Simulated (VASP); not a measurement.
BeTe, 2 atoms in the cell. Symmetry: F-43m, No. 216, cubic system. Conventional cell: a = 5.940 Å, b = 5.940 Å, c = 5.940 Å, α = 90.00°, β = 90.00°, γ = 90.00°. Within 3.4 Å of Be (site symmetry -43m) lie 4 Te at 2.57 Å. Te (site symmetry -43m) has 4 Be at 2.57 Å within 3.4 Å.  This cell differs from its parent crystal: strain +5.0%.

- Program: VASP 6.6.1
- Task: single point
- Functional: PBE
- Potentials or basis: VASP PAW PBE potentials, release 64 (Be, Te)
- Cutoff: 520 eV
- k mesh: 8 × 8 × 8
- Occupations: fermi-dirac, width 0.02 eV
- Spin: no spin polarisation
- Dipole correction: no
- Further INCAR settings: ALGO = Normal; EDIFF = 1e-07; NBANDS = 11

Potentials or basis: VASP PAW PBE potentials, release 64 (Be, Te).

Launch:

```sh
$ cat potpaw_PBE.64/Be/POTCAR potpaw_PBE.64/Te/POTCAR > POTCAR
$ mpirun -np 1 vasp_std > vasp.out
```

Hardware: 1 thread of AMD EPYC 7R13 (shared host).

Estimate the wall time of this run.

Run time: 29 s on 1 thread of AMD EPYC 7R13 (shared host), peak memory 0.15 GiB. Counts: scf iterations 13, k points 29.
